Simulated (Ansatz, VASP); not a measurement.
**One calculation of TiSi2, two programs**

```
CELL_PARAMETERS angstrom
-1.49225 1.73466 4.26751
1.49225 -1.73466 4.26751
1.49225 1.73466 -4.26751
ATOMIC_POSITIONS crystal
Ti 0.00000 0.00000 0.00000
Si 0.67008 0.67008 0.00000
Si 0.32992 0.32992 0.00000
```

Alike in both runs: task single point; functional PBEsol; k mesh 12 × 12 × 12; occupations fermi-dirac, width 0.05 eV; no spin polarisation.

```csv
,VASP,Ansatz
version,VASP 6.6.1,Ansatz 0.2.0
potentials or method,"VASP PAW PBE potentials, release 64 (Ti_sv, Si)",Ansatz PAW
plane-wave cutoff (eV),520,420
valence electrons in the cell,20,20
```

```csv
,VASP,Ansatz,Ansatz less VASP
gap on the k mesh at the Fermi level (eV),none,none,-
pressure (GPa),-8.3,-8.4,-0.12
"traceless stress, the component that is largest in VASP (GPa)",0.96,0.97,+0.008
rms of the force components (eV/Å),0.044,0.044,+0.0004
```

VASP's potentials were made for PBE, not for PBEsol. Atom by atom the forces differ by 0.000 eV/Å (rms over components). A gap of «none» marks a metal or a gap that the smearing closes.
